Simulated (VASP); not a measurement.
# SnO (P4/nmm) in VASP: settings compared

SnO is run at these levels: r2SCAN, PBE; tasks: single point.

Everything below comes from runs of VASP 6.6.1. Logs are shortened: lines on timing, memory, paths and dates and some standing lists are left out, and cuts for length are marked.

## 1. The cell of the first run

It takes space group P4/nmm (No. 129, tetragonal). Conventional cell: a = 3.793 Å, b = 3.793 Å, c = 4.949 Å, α = 90.00°, β = 90.00°, γ = 90.00°. Within 2.9 Å of Sn (site symmetry 4mm) lie 4 O at 2.22 Å. O (site symmetry -4m2) has 4 Sn at 2.22 Å and 4 O at 2.68 Å within 2.9 Å.

## 2. Single point, r2SCAN (uniaxial z strain +4.0%)

Input file POSCAR:

```
SnO
1.0
    3.7925880617      0.0000000000      0.0000000000
    0.0000000000      3.7925880617      0.0000000000
    0.0000000000      0.0000000000      4.9487227169
Sn O
2 2
Direct
    0.0000000000      0.5000000000      0.2329605636
    0.5000000000      0.0000000000      0.7670394364
    0.5000000000      0.5000000000      0.0000000000
    0.0000000000      0.0000000000      0.0000000000
```

Input file INCAR.step1:

```
  PREC = Accurate
  ENCUT = 520
  ISMEAR = 0
  SIGMA = 0.01
  LREAL = False
  LASPH = True
  NELM = 100
  NBANDS = 28
  GGA = PE
  ALGO = Normal
  EDIFF = 1E-4
  LWAVE = True
  LCHARG = False
```

Input file INCAR.step2:

```
  PREC = Accurate
  ENCUT = 520
  EDIFF = 1E-6
  ISMEAR = 0
  SIGMA = 0.01
  LREAL = False
  LASPH = True
  NELM = 100
  ALGO = Normal
  ISIF = 2
  LWAVE = False
  LCHARG = False
  METAGGA = R2SCAN
  LMIXTAU = True
  NBANDS = 28
  ISTART = 1
```

Input file KPOINTS:

```
regular mesh
0
Gamma
  6 6 6
```

Potentials or basis: VASP PAW PBE potentials, release 64 (Sn_d, O).

Run with:

```
$ cat potpaw_PBE.64/Sn_d/POTCAR potpaw_PBE.64/O/POTCAR > POTCAR
$ cp INCAR.step1 INCAR
$ mpirun -np 1 vasp_std > vasp.out
$ cp INCAR.step2 INCAR
$ mpirun -np 1 vasp_std > vasp.out
```

OUTCAR:

```text
PREC = Accurate
   ENCUT = 520
   EDIFF = 1E-6
   ISMEAR = 0
   LREAL = False
   LASPH = True
   NELM = 100
   ISIF = 2
   METAGGA = R2SCAN
   ISTART = 1

 ion  position               nearest neighbor table
   1  0.000  0.500  0.233-   3 2.22   4 2.22   4 2.22   3 2.22   2 3.54   2 3.54   2 3.54   2 3.54

   2  0.500  0.000  0.767-   3 2.22   4 2.22   3 2.22   4 2.22   1 3.54   1 3.54   1 3.54   1 3.54

   3  0.500  0.500  0.000-   1 2.22   2 2.22   2 2.22   1 2.22
   4  0.000  0.000  0.000-   1 2.22   2 2.22   1 2.22   2 2.22

  LATTYP: Found a simple tetragonal cell.
 ALAT       =     3.7925880617
 C/A-ratio  =     1.3048405565

  Lattice vectors:

 A1 = (   3.7925880617,   0.0000000000,   0.0000000000)
 A2 = (   0.0000000000,   3.7925880617,   0.0000000000)
 A3 = (   0.0000000000,   0.0000000000,   4.9487227169)

Analysis of symmetry for initial positions (statically):
=====================================================================
 Subroutine PRICEL returns:
 Original cell was already a primitive cell.

 Routine SETGRP: Setting up the symmetry group for a
 simple tetragonal supercell.

 Subroutine GETGRP returns: Found 16 space group operations
 (whereof  8 operations were pure point group operations)
 out of a pool of 16 trial point group operations.

The static configuration has the point symmetry D_2d.
 The point group associated with its full space group is D_4h.

Analysis of symmetry for dynamics (positions and initial velocities):
=====================================================================
 Subroutine PRICEL returns:
 Original cell was already a primitive cell.

 Routine SETGRP: Setting up the symmetry group for a
 simple tetragonal supercell.

 Subroutine GETGRP returns: Found 16 space group operations
 (whereof  8 operations were pure point group operations)
 out of a pool of 16 trial point group operations.

The dynamic configuration has the point symmetry D_2d.
 The point group associated with its full space group is D_4h.

 Subroutine INISYM returns: Found 16 space group operations
 (whereof  8 operations are pure point group operations),
 and found     1 'primitive' translations

----------------------------------------------------------------------------------------

                                     Primitive cell

  volume of cell :      71.1811

  direct lattice vectors                    reciprocal lattice vectors
     3.792588062  0.000000000  0.000000000     0.263672190  0.000000000  0.000000000
     0.000000000  3.792588062  0.000000000     0.000000000  0.263672190  0.000000000
     0.000000000  0.000000000  4.948722717     0.000000000  0.000000000  0.202072344

  length of vectors
     3.792588062  3.792588062  4.948722717     0.263672190  0.263672190  0.202072344

  position of ions in fractional coordinates (direct lattice)
     0.000000000  0.500000000  0.232960564
     0.500000000  0.000000000  0.767039436
     0.500000000  0.500000000  0.000000000
     0.000000000  0.000000000  0.000000000

  ion indices of the primitive-cell ions
   primitive index   ion index
                 1           1
                 2           2
                 3           3
                 4           4

----------------------------------------------------------------------------------------

 KPOINTS: regular mesh

Automatic generation of k-mesh.
 Grid dimensions read from file:
 generate k-points for:    6    6    6

 Generating k-lattice:

  Cartesian coordinates                     Fractional coordinates (reciprocal lattice)
     0.043945365  0.000000000  0.000000000     0.166666667  0.000000000  0.000000000
     0.000000000  0.043945365  0.000000000     0.000000000  0.166666667  0.000000000
     0.000000000  0.000000000  0.033678724     0.000000000  0.000000000  0.166666667

  Length of vectors
     0.043945365  0.043945365  0.033678724

  Shift w.r.t. Gamma in fractional coordinates (k-lattice)
     0.000000000  0.000000000  0.000000000

 Subroutine IBZKPT returns following result:
 ===========================================

 Found     40 irreducible k-points:

 Following reciprocal coordinates:
            Coordinates               Weight
  0.000000  0.000000  0.000000      1.000000
  0.166667  0.000000  0.000000      4.000000
  0.333333  0.000000  0.000000      4.000000
  0.500000  0.000000  0.000000      2.000000
  0.166667  0.166667  0.000000      4.000000
  0.333333  0.166667  0.000000      8.000000
[... 16 lines left out ...]
  0.333333  0.000000  0.333333      8.000000
  0.500000  0.000000  0.333333      4.000000
 [... further k-points ...]
   k-points           NKPTS =     40   k-points in BZ     NKDIM =     40   number of bands    NBANDS=     28
   number of dos      NEDOS =    301   number of ions     NIONS =      4
   total plane-waves  NPLWV =  31360
   dimension x,y,z NGX =    28 NGY =   28 NGZ =   40
   dimension x,y,z NGXF=    56 NGYF=   56 NGZF=   80
   ions per type =               2   2
   NGX,Y,Z   is equivalent  to a cutoff of  12.27, 12.27, 13.44 a.u.
   NGXF,Y,Z  is equivalent  to a cutoff of  24.55, 24.55, 26.87 a.u.
 SYSTEM =  unknown system
   PREC   = accura    normal or accurate (medium, high low for compatibility)
   ISTART =      1    job   : 0-new  1-cont  2-samecut
   ICHARG =      0    charge: 1-file 2-atom 10-const
   ISPIN  =      1    spin polarized calculation?
   LNONCOLLINEAR =      F non collinear calculations
   LSORBIT =      F    spin-orbit coupling
   LASPH  =      T    aspherical Exc in radial PAW
   ENCUT  =  520.0 eV  38.22 Ry    6.18 a.u.   7.05  7.05  9.20*2*pi/ulx,y,z
   NELM   =    100;   NELMIN=  2; NELMDL=  0     # of ELM steps
   EDIFF  = 0.1E-05   stopping-criterion for ELM
   LREAL  =      F    real-space projection
   EDIFFG = 0.1E-04   stopping-criterion for IOM
   NSW    =      0    number of steps for IOM
   IBRION =     -1    ionic relax: 0-MD 1-quasi-New 2-CG
   NFREE  =      0    steps in history (QN), initial steepest desc. (CG)
   ISIF   =      2    stress and relaxation
   ISYM   =      2    0-nonsym 1-usesym 2-fastsym
   POTIM  = 0.5000    time-step for ionic-motion
   TEBEG  =    0.0;   TEEND  =   0.0 temperature during run
   PSTRESS=    0.0 pullay stress
   NELECT =      40.0000    total number of electrons
   NUPDOWN=      -1.0000    fix difference up-down
   EMIN   =  10.00;   EMAX   =-10.00  energy-range for DOS
   EFERMI =   0.00;   METHOD = LEGACY
   ISMEAR =     0;   SIGMA  =   0.01  broadening in eV -4-tet -1-fermi 0-gaus
   EFERMI_NEDOS =   21; number of points for ismear=-14 and -15
   IALGO  =     38    algorithm
   IMIX   =      4    mixing-type and parameters
     AMIX     =   0.40;   BMIX     =  1.00
     AMIX_MAG =   1.60;   BMIX_MAG =  1.00
  volume/ion in A,a.u.               =      17.80       120.09
  Fermi-wavevector in a.u.,A,eV,Ry     =   1.350952  2.552930 24.831613  1.825072
  Thomas-Fermi vector in A             =   2.478414
   LORBIT       =      0    0 simple, 1 ext, 2 COOP (PROOUT), +10 PAW based schemes
   METAGGA = R2SCAN    functional components
   LHFCALC =     F    Hartree Fock is set to
   AEXX    =    0.0000 exact exchange contribution
   IVDW    =     0    specifies the selected vdW correction
   LEPSILON=     F    determine dielectric tensor
   LRPA    =     F    only Hartree local field effects (RPA)
 non-spin polarized calculation
 Gauss-broadening in eV      SIGMA  =   0.01
  energy-cutoff  :      520.00
  volume of cell :       71.18
 maximum number of plane-waves:      1944
   NGX = 15   NGY = 15   NGZ = 19

 number of electron      39.9999999 magnetization

 Free energy of the ion-electron system (eV)
  ---------------------------------------------------
  ext. energy  EPLUGINS =         0.00000000
  ---------------------------------------------------
  free energy    TOTEN  =       -66.90123018 eV

  energy without entropy =      -66.90123018  energy(sigma->0) =      -66.90123018

 E-fermi :   7.1304     XC(G=0): -10.8267

 val. band max:        7.0168143672   @ k =   0.0000   0.0000   0.0000
 cond. band min:       7.3184922374   @ k =   0.5000   0.5000   0.0000
 fundamental gap:      0.3016778702
 Fermi energy:         7.1304133697

 k-point     1 :       0.0000    0.0000    0.0000
  band No.  band energies     occupation
      1     -15.9712      2.00000
      2     -15.4046      2.00000
      3     -15.3841      2.00000
      4     -15.3841      2.00000
      5     -15.3374      2.00000
      6     -15.3127      2.00000
[... 20 lines left out ...]
     27      14.1245      0.00000
     28      14.7948      0.00000

 k-point     2 :       0.1667    0.0000    0.0000
  band No.  band energies     occupation
      1     -15.9565      2.00000
      2     -15.4778      2.00000
      3     -15.3807      2.00000
      4     -15.3798      2.00000
      5     -15.3781      2.00000
      6     -15.3407      2.00000
[... 20 lines left out ...]
     27      14.4944      0.00000
     28      16.6830      0.00000

 k-point     3 :       0.3333    0.0000    0.0000
  band No.  band energies     occupation
      1     -15.9147      2.00000
      2     -15.6910      2.00000
      3     -15.3667      2.00000
      4     -15.3646      2.00000
      5     -15.3578      2.00000
      6     -15.3475      2.00000
[... 20 lines left out ...]
     27      15.0179      0.00000
     28      17.8272      0.00000

 k-point     4 :       0.5000    0.0000    0.0000
  band No.  band energies     occupation
      1     -15.8350      2.00000
      2     -15.8350      2.00000
      3     -15.3541      2.00000
      4     -15.3541      2.00000
      5     -15.3537      2.00000
      6     -15.3537      2.00000
[... 578 lines left out ...]
     27      15.1929      0.00000
     28      16.7626      0.00000

 k-point    23 :       0.3333    0.0000    0.3333
  band No.  band energies     occupation
      1     -15.9155      2.00000
      2     -15.7082      2.00000
      3     -15.3778      2.00000
      4     -15.3598      2.00000
      5     -15.3587      2.00000
      6     -15.3544      2.00000
[... 20 lines left out ...]
     27      15.8470      0.00000
     28      17.7660      0.00000

 k-point    24 :       0.5000    0.0000    0.3333
  band No.  band energies     occupation
      1     -15.8450      2.00000
      2     -15.8450      2.00000
      3     -15.3751      2.00000
      4     -15.3751      2.00000
      5     -15.3495      2.00000
      6     -15.3495      2.00000
[... 20 lines left out ...]
     27      16.6931      0.00000
     28      16.6931      0.00000

 [... further k-points ...]
[... 5 lines left out ...]
  --------------------------------------------------------------------------------------
  -------------------------------------------------------------------------------------
  Total        0.5936089      0.5936089      0.2276848      0.0000000      0.0000000      0.0000000
  in kB       13.3612334     13.3612334      5.1248389      0.0000000      0.0000000      0.0000000
  external PRESSURE =      10.6157686 kB  Pullay stress =       0.0000000 kB

 VOLUME and BASIS-vectors are now :
 -----------------------------------------------------------------------------
  energy-cutoff  :      520.00
  volume of cell :       71.18
      direct lattice vectors                 reciprocal lattice vectors
     3.792588062  0.000000000  0.000000000     0.263672190  0.000000000  0.000000000
     0.000000000  3.792588062  0.000000000     0.000000000  0.263672190  0.000000000
     0.000000000  0.000000000  4.948722717     0.000000000  0.000000000  0.202072344

 POSITION                                       TOTAL-FORCE (eV/Angst)
 -----------------------------------------------------------------------------------
      0.00000      1.89629      1.15286         0.000000      0.000000      0.127368
      1.89629      0.00000      3.79587        -0.000000      0.000000     -0.127368
      1.89629      1.89629      0.00000         0.000000     -0.000000      0.000000
      0.00000      0.00000      0.00000         0.000000      0.000000      0.000000
 -----------------------------------------------------------------------------------
    total drift:                                0.000000      0.000000      0.000000

  FREE ENERGIE OF THE ION-ELECTRON SYSTEM (eV)
  ---------------------------------------------------
  free  energy   TOTEN  =       -66.9012301846 eV

  energy  without entropy=      -66.9012301846  energy(sigma->0) =      -66.90123018
```

Wall time 3.2 min (1 thread of Intel Xeon Platinum 8259CL at 2.50GHz (Skylake/Cascade Lake), shared host); peak memory 0.22 GiB.

What came out:

```yaml
Free_energy: -66.9012 eV
Pressure: 1.1 GPa
Largest_force: 0.127 eV/Å
Band_gap_on_the_k_mesh: 0.30 eV, indirect (least direct gap 2.35 eV)
```

Forces on the atoms (eV/Å):
```
Sn   0.000  0.000  0.127
Sn   0.000  0.000 -0.127
O    0.000  0.000  0.000
O    0.000  0.000  0.000
```

Caveat: the cell differs from its parent crystal (uniaxial z strain +4.0%); the PAW data sets were made with another functional, which shifts forces and pressure a little; spin-orbit coupling is left out, which moves the levels of the heavy elements. A k mesh can miss the band edges.

## 3. Single point, PBE (uniaxial z strain +2.0%)

Input file INCAR:

```
PREC     = Accurate       # precision mode
ENCUT    = 520            # plane-wave cutoff, eV
EDIFF    = 1E-6           # SCF threshold, eV
ISMEAR   = -1             # smearing method
SIGMA    = 0.02           # smearing width, eV
LREAL    = False          # projectors in reciprocal space
LASPH    = True           # aspherical terms in the spheres
NELM     = 80             # most SCF steps
ALGO     = Normal         # electronic algorithm
ISIF     = 2              # what is computed and relaxed
LWAVE    = False          # write WAVECAR
LCHARG   = False          # write CHGCAR
GGA      = PE             # functional
NBANDS   = 28             # bands
```

Input file KPOINTS:

```
Automatic mesh
0
Gamma
  6 6 6
```

Input file POSCAR:

```
SnO
1.0
    3.7925880617      0.0000000000      0.0000000000
    0.0000000000      3.7925880617      0.0000000000
    0.0000000000      0.0000000000      4.8535549724
Sn O
2 2
Direct
    0.0000000000      0.5000000000      0.2368671123
    0.5000000000      0.0000000000      0.7631328877
    0.5000000000      0.5000000000      0.0000000000
    0.0000000000      0.0000000000      0.0000000000
```

Potentials or basis: VASP PAW PBE potentials, release 64 (Sn_d, O).

Run with:

```
$ cat potpaw_PBE.64/Sn_d/POTCAR potpaw_PBE.64/O/POTCAR > POTCAR
$ mpirun -np 1 vasp_std > vasp.out
```

Wall time 24 s (1 thread of Intel Xeon 6975P-C (Granite Rapids), shared host); peak memory 0.21 GiB.

Results (log left out):

```yaml
Free_energy: -22.6562 eV
Pressure: 5.2 GPa
Largest_force: 0.583 eV/Å
Band_gap_on_the_k_mesh: 0.05 eV, indirect (least direct gap 1.98 eV)
```

Forces on the atoms (eV/Å):
```
Sn   0.000  0.000  0.583
Sn   0.000  0.000 -0.583
O    0.000  0.000  0.000
O    0.000  0.000  0.000
```

Stress tensor (GPa, compression positive):
```
5.67 0.00 0.00
0.00 5.67 0.00
0.00 0.00 4.23
```

Levels at points of the mesh, in eV from the valence-band top:
```tsv
k point	band 16	band 17	band 18	band 19	band 20	band 21	band 22	band 23	band 24	band 25
(0.00, 0.00, 0.00)	-6.40	-3.59	-3.27	-3.27	0.00	2.08	4.29	4.69	4.69	5.69
(0.50, 0.00, 0.00)	-5.14	-4.96	-4.96	-2.78	-2.78	3.15	3.15	5.93	5.93	5.98
(0.50, 0.50, 0.00)	-5.27	-2.61	-2.61	-1.93	-1.93	0.05	0.05	4.42	4.42	7.20
(0.00, 0.00, 0.50)	-3.65	-3.29	-3.29	-3.16	-2.32	1.68	2.96	2.96	3.69	7.84
(0.50, 0.00, 0.50)	-5.58	-4.93	-4.93	-1.81	-1.81	2.53	2.53	5.44	5.44	6.67
(0.50, 0.50, 0.50)	-5.71	-2.71	-2.71	-2.61	-2.61	2.30	2.30	3.99	3.99	5.59
```

Caveat: the cell differs from its parent crystal (uniaxial z strain +2.0%); spin-orbit coupling is left out, which moves the levels of the heavy elements. A k mesh can miss the band edges.

(Part 1 of 2 ends here.)
